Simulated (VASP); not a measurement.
# Te2Mo in VASP: single point with r2SCAN

Aim: the single point of Te2Mo with r2SCAN.

All numbers are computed with VASP 6.6.1; they aren't measurements. Logs are shortened: lines on timing, memory, paths and dates and some standing lists are left out, and cuts for length are marked.

### 1 The cell of the first run

The typed cell holds 6 atoms: a = 3.564 Å, b = 3.564 Å, c = 15.290 Å, α = 76.52°, β = 76.52°, γ = 60.00°.

### 2 Single point, r2SCAN

The input, POSCAR:

```
Te2Mo
1.0
   -3.5635452172      0.0000000000      0.0000000000
   -1.7817726086     -3.0861206856      0.0000000000
   -3.5637233944     -2.0575166611     14.7262210532
Te Mo
4 2
Direct
   -0.0856769195     -0.0856769195      0.6284839550
    0.5810064139      0.5810064139      0.1284839550
   -0.2477064139     -0.2477064139      0.8715160450
    0.4189769195      0.4189769195      0.3715160450
    0.1666583333      0.1666583333      0.2500000000
    0.1666416667      0.1666416667      0.7500000000
```

The input, INCAR.step1:

```
SYSTEM = Te2Mo
PREC = Accurate
ENCUT = 520
ISMEAR = 0
SIGMA = 0.05
LREAL = .FALSE.
LASPH = .TRUE.
NELM = 100
NBANDS = 35
GGA = PE
ALGO = Normal
EDIFF = 1E-4
LWAVE = .TRUE.
LCHARG = .FALSE.
```

The input, INCAR.step2:

```
SYSTEM = Te2Mo
PREC = Accurate
ENCUT = 520
EDIFF = 1E-6
ISMEAR = 0
SIGMA = 0.05
LREAL = .FALSE.
LASPH = .TRUE.
NELM = 100
ALGO = Normal
ISIF = 2
LWAVE = .FALSE.
LCHARG = .TRUE.
METAGGA = R2SCAN
LMIXTAU = .TRUE.
LELF = .TRUE.
LVHAR = .TRUE.
NBANDS = 35
ISTART = 1
```

The input, KPOINTS:

```
Automatic mesh
0
G
  9 9 2
  0 0 0
```

Potentials or basis: VASP PAW PBE potentials, release 64 (Te, Mo_sv).

Started as:

```sh
$ cat potpaw_PBE.64/Te/POTCAR potpaw_PBE.64/Mo_sv/POTCAR > POTCAR
$ cp INCAR.step1 INCAR
$ mpirun -np 1 vasp_std > vasp.out
$ cp INCAR.step2 INCAR
$ mpirun -np 1 vasp_std > vasp.out
```

OUTCAR:

```text
SYSTEM = Te2Mo
   PREC = Accurate
   ENCUT = 520
   EDIFF = 1E-6
   ISMEAR = 0
   LREAL = .FALSE.
   LASPH = .TRUE.
   NELM = 100
   ISIF = 2
   METAGGA = R2SCAN
   ISTART = 1

 ion  position               nearest neighbor table
   1  0.914  0.914  0.628-   6 2.73   6 2.73   6 2.73   3 3.58
   2  0.581  0.581  0.128-   5 2.73   5 2.73   5 2.73   4 3.58
   3  0.752  0.752  0.872-   6 2.73   6 2.73   6 2.73   1 3.58
   4  0.419  0.419  0.372-   5 2.73   5 2.73   5 2.73   2 3.58
   5  0.167  0.167  0.250-   4 2.73   2 2.73   2 2.73   4 2.73   2 2.73   4 2.73
   6  0.167  0.167  0.750-   1 2.73   3 2.73   3 2.73   1 2.73   3 2.73   1 2.73

  LATTYP: Found a trigonal (rhomboedric) cell.
 ALAT       =    14.8692623001
 COS(alpha) =     0.9712818173

  Lattice vectors:

 A1 = (  -0.0001781772,  -2.0575166611,  14.7262210532)
 A2 = (   1.7815944314,   1.0286040245,  14.7262210532)
 A3 = (  -1.7819507858,   1.0286040245,  14.7262210532)

Analysis of symmetry for initial positions (statically):
=====================================================================
 Subroutine PRICEL returns:
 Original cell was already a primitive cell.

 Routine SETGRP: Setting up the symmetry group for a
 trigonal (rhombohedral) supercell.

 Subroutine GETGRP returns: Found  4 space group operations
 (whereof  2 operations were pure point group operations)
 out of a pool of 12 trial point group operations.

The static configuration has the point symmetry C_1h.
 The point group associated with its full space group is C_2h.

Analysis of symmetry for dynamics (positions and initial velocities):
=====================================================================
 Subroutine PRICEL returns:
 Original cell was already a primitive cell.

 Routine SETGRP: Setting up the symmetry group for a
 trigonal (rhombohedral) supercell.

 Subroutine GETGRP returns: Found  4 space group operations
 (whereof  2 operations were pure point group operations)
 out of a pool of 12 trial point group operations.

The dynamic configuration has the point symmetry C_1h.
 The point group associated with its full space group is C_2h.

 Subroutine INISYM returns: Found  4 space group operations
 (whereof  2 operations are pure point group operations),
 and found     1 'primitive' translations

----------------------------------------------------------------------------------------

                                     Primitive cell

  volume of cell :     161.9521

  direct lattice vectors                    reciprocal lattice vectors
    -3.563545217  0.000000000  0.000000000    -0.280619422  0.162015699 -0.045272986
    -1.781772609 -3.086120686  0.000000000     0.000000000 -0.324031398 -0.045272986
    -3.563723394 -2.057516661 14.726221053     0.000000000  0.000000000  0.067906084

  length of vectors
     3.563545217  3.563545217 15.290359242     0.327178835  0.327178835  0.067906084

  position of ions in fractional coordinates (direct lattice)
     0.914323080  0.914323080  0.628483955
     0.581006414  0.581006414  0.128483955
     0.752293586  0.752293586  0.871516045
     0.418976919  0.418976919  0.371516045
     0.166658333  0.166658333  0.250000000
     0.166641667  0.166641667  0.750000000

  ion indices of the primitive-cell ions
   primitive index   ion index
                 1           1
                 2           2
                 3           3
                 4           4
                 5           5
                 6           6

----------------------------------------------------------------------------------------

 KPOINTS: Automatic mesh

Automatic generation of k-mesh.
 Grid dimensions read from file:
 generate k-points for:    9    9    2

 Generating k-lattice:

  Cartesian coordinates                     Fractional coordinates (reciprocal lattice)
    -0.031179936  0.018001744 -0.005030332     0.111111111 -0.000000000 -0.000000000
     0.000000000 -0.036003489 -0.005030332     0.000000000  0.111111111  0.000000000
     0.000000000  0.000000000  0.033953042     0.000000000  0.000000000  0.500000000

  Length of vectors
     0.036353204  0.036353204  0.033953042

  Shift w.r.t. Gamma in fractional coordinates (k-lattice)
     0.000000000  0.000000000  0.000000000

 -----------------------------------------------------------------------------
|                                                                             |
|           W    W    AA    RRRRR   N    N  II  N    N   GGGG   !!!           |
|           W    W   A  A   R    R  NN   N  II  NN   N  G    G  !!!           |
|           W    W  A    A  R    R  N N  N  II  N N  N  G       !!!           |
|           W WW W  AAAAAA  RRRRR   N  N N  II  N  N N  G  GGG   !            |
|           WW  WW  A    A  R   R   N   NN  II  N   NN  G    G                |
|           W    W  A    A  R    R  N    N  II  N    N   GGGG   !!!           |
|                                                                             |
|     Your reciprocal lattice and k-lattice belong to different lattice       |
|     classes:                                                                |
|                                                                             |
|        The reciprocal lattice is rhombohedral (trigonal),                   |
|        whereas your k-lattice is base-centered monoclinic.                  |
|                                                                             |
|     Results are often still useful ...                                      |
|                                                                             |
 -----------------------------------------------------------------------------

 WARNING: IBZKPT: internal override: KBLOWUP is changed to .FALSE.
      ... skipping the blow-up phase ...

 Subroutine IBZKPT returns following result:
 ===========================================

 Found     50 irreducible k-points:

 Following reciprocal coordinates:
            Coordinates               Weight
  0.000000  0.000000  0.000000      1.000000
  0.111111 -0.000000  0.000000      4.000000
  0.222222 -0.000000  0.000000      4.000000
  0.333333 -0.000000 -0.000000      4.000000
  0.444444 -0.000000  0.000000      4.000000
  0.111111  0.111111  0.000000      2.000000
[... 16 lines left out ...]
 -0.333333  0.333333 -0.000000      2.000000
  0.444444  0.444444  0.000000      2.000000
 [... further k-points ...]
   k-points           NKPTS =     50   k-points in BZ     NKDIM =     50   number of bands    NBANDS=     35
   number of dos      NEDOS =    301   number of ions     NIONS =      6
   total plane-waves  NPLWV =  94080
   dimension x,y,z NGX =    28 NGY =   28 NGZ =  120
   dimension x,y,z NGXF=    56 NGYF=   56 NGZF=  240
   ions per type =               4   2
   NGX,Y,Z   is equivalent  to a cutoff of  13.06, 13.06, 13.05 a.u.
   NGXF,Y,Z  is equivalent  to a cutoff of  26.13, 26.13, 26.09 a.u.
 SYSTEM =  Te2Mo
   PREC   = accura    normal or accurate (medium, high low for compatibility)
   ISTART =      1    job   : 0-new  1-cont  2-samecut
   ICHARG =      0    charge: 1-file 2-atom 10-const
   ISPIN  =      1    spin polarized calculation?
   LNONCOLLINEAR =      F non collinear calculations
   LSORBIT =      F    spin-orbit coupling
   LASPH  =      T    aspherical Exc in radial PAW
   ENCUT  =  520.0 eV  38.22 Ry    6.18 a.u.   6.63  6.63 28.43*2*pi/ulx,y,z
   NELM   =    100;   NELMIN=  2; NELMDL=  0     # of ELM steps
   EDIFF  = 0.1E-05   stopping-criterion for ELM
   LREAL  =      F    real-space projection
   EDIFFG = 0.1E-04   stopping-criterion for IOM
   NSW    =      0    number of steps for IOM
   IBRION =     -1    ionic relax: 0-MD 1-quasi-New 2-CG
   NFREE  =      0    steps in history (QN), initial steepest desc. (CG)
   ISIF   =      2    stress and relaxation
   ISYM   =      2    0-nonsym 1-usesym 2-fastsym
   POTIM  = 0.5000    time-step for ionic-motion
   TEBEG  =    0.0;   TEEND  =   0.0 temperature during run
   PSTRESS=    0.0 pullay stress
   NELECT =      52.0000    total number of electrons
   NUPDOWN=      -1.0000    fix difference up-down
   EMIN   =  10.00;   EMAX   =-10.00  energy-range for DOS
   EFERMI =   0.00;   METHOD = LEGACY
   ISMEAR =     0;   SIGMA  =   0.05  broadening in eV -4-tet -1-fermi 0-gaus
   EFERMI_NEDOS =   21; number of points for ismear=-14 and -15
   IALGO  =     38    algorithm
   IMIX   =      4    mixing-type and parameters
     AMIX     =   0.40;   BMIX     =  1.00
     AMIX_MAG =   1.60;   BMIX_MAG =  1.00
  volume/ion in A,a.u.               =      26.99       182.15
  Fermi-wavevector in a.u.,A,eV,Ry     =   1.121021  2.118423 17.098282  1.256688
  Thomas-Fermi vector in A             =   2.257672
   LORBIT       =      0    0 simple, 1 ext, 2 COOP (PROOUT), +10 PAW based schemes
   METAGGA = R2SCAN    functional components
   LHFCALC =     F    Hartree Fock is set to
   AEXX    =    0.0000 exact exchange contribution
   IVDW    =     0    specifies the selected vdW correction
   LEPSILON=     F    determine dielectric tensor
   LRPA    =     F    only Hartree local field effects (RPA)
 non-spin polarized calculation
 Gauss-broadening in eV      SIGMA  =   0.05
  energy-cutoff  :      520.00
  volume of cell :      161.95
 maximum number of plane-waves:      4401
   NGX = 13   NGY = 13   NGZ = 57

 number of electron      51.9999999 magnetization

 Free energy of the ion-electron system (eV)
  ---------------------------------------------------
  ext. energy  EPLUGINS =         0.00000000
  ---------------------------------------------------
  free energy    TOTEN  =      -155.54492960 eV

  energy without entropy =     -155.54492960  energy(sigma->0) =     -155.54492960

 E-fermi :   7.4223     XC(G=0): -10.5157

 val. band max:        7.0211601758   @ k =   0.0000   0.0000   0.0000
 cond. band min:       8.0400362429   @ k =  -0.3333   0.3333  -0.0000
 fundamental gap:      1.0188760671
 Fermi energy:         7.4223403002

 k-point     1 :       0.0000    0.0000    0.0000
  band No.  band energies     occupation
      1     -55.7123      2.00000
      2     -55.7123      2.00000
      3     -29.1339      2.00000
      4     -29.1339      2.00000
      5     -29.0421      2.00000
      6     -29.0421      2.00000
[... 27 lines left out ...]
     34      10.4181      0.00000
     35      12.9425      0.00000
[... 843 lines left out ...]
      5     -29.1063      2.00000
      6     -29.1063      2.00000
[... 27 lines left out ...]
     34      10.9155      0.00000
     35      11.0737      0.00000

 [... further k-points ...]
[... 5 lines left out ...]
  --------------------------------------------------------------------------------------
  -------------------------------------------------------------------------------------
  Total        0.1275742      0.1278881      1.5202907     -0.0002719     -0.0002263     -0.0003919
  in kB        1.2620802      1.2651856     15.0401002     -0.0026894     -0.0022388     -0.0038772
  external PRESSURE =       5.8557886 kB  Pullay stress =       0.0000000 kB

 VOLUME and BASIS-vectors are now :
 -----------------------------------------------------------------------------
  energy-cutoff  :      520.00
  volume of cell :      161.95
      direct lattice vectors                 reciprocal lattice vectors
    -3.563545217  0.000000000  0.000000000    -0.280619422  0.162015699 -0.045272986
    -1.781772609 -3.086120686  0.000000000     0.000000000 -0.324031398 -0.045272986
    -3.563723394 -2.057516661 14.726221053     0.000000000  0.000000000  0.067906084

 POSITION                                       TOTAL-FORCE (eV/Angst)
 -----------------------------------------------------------------------------------
     -7.12709     -4.11483      9.25519        -0.000058     -0.000033     -0.025952
     -3.56355     -2.05741      1.89208         0.000038      0.000022      0.230880
     -7.12709     -4.11483     12.83414        -0.000038     -0.000022     -0.230880
     -3.56355     -2.05741      5.47103         0.000058      0.000033      0.025952
     -1.78177     -1.02871      3.68156        -0.000132     -0.000076      0.051182
     -3.56355     -2.05741     11.04467         0.000132      0.000076     -0.051182
 -----------------------------------------------------------------------------------
    total drift:                               -0.000009     -0.000005     -0.000017

  FREE ENERGIE OF THE ION-ELECTRON SYSTEM (eV)
  ---------------------------------------------------
  free  energy   TOTEN  =      -155.5449296018 eV

  energy  without entropy=     -155.5449296018  energy(sigma->0) =     -155.54492960
```

Run time: 17 min. Hardware: 1 thread of Intel Xeon Platinum 8259CL at 2.50GHz (Skylake/Cascade Lake), shared host; peak memory 0.47 GiB.

What came out:

* Free energy: -155.5449 eV
* Pressure: 0.6 GPa
* Largest force: 0.231 eV/Å
* Band gap on the k mesh: 1.02 eV, indirect (least direct gap 1.10 eV)

Forces in eV/Å, atoms in the order of the input:
```
Te   0.000  0.000 -0.026
Te   0.000  0.000  0.231
Te   0.000  0.000 -0.231
Te   0.000  0.000  0.026
Mo   0.000  0.000  0.051
Mo   0.000  0.000 -0.051
```

Stress tensor (GPa, compression positive):
```
0.13 0.00 0.00
0.00 0.13 0.00
0.00 0.00 1.50
```

Caveat: the PAW data sets were made with another functional, which shifts forces and pressure a little; spin-orbit coupling is left out, which moves the levels of the heavy elements.
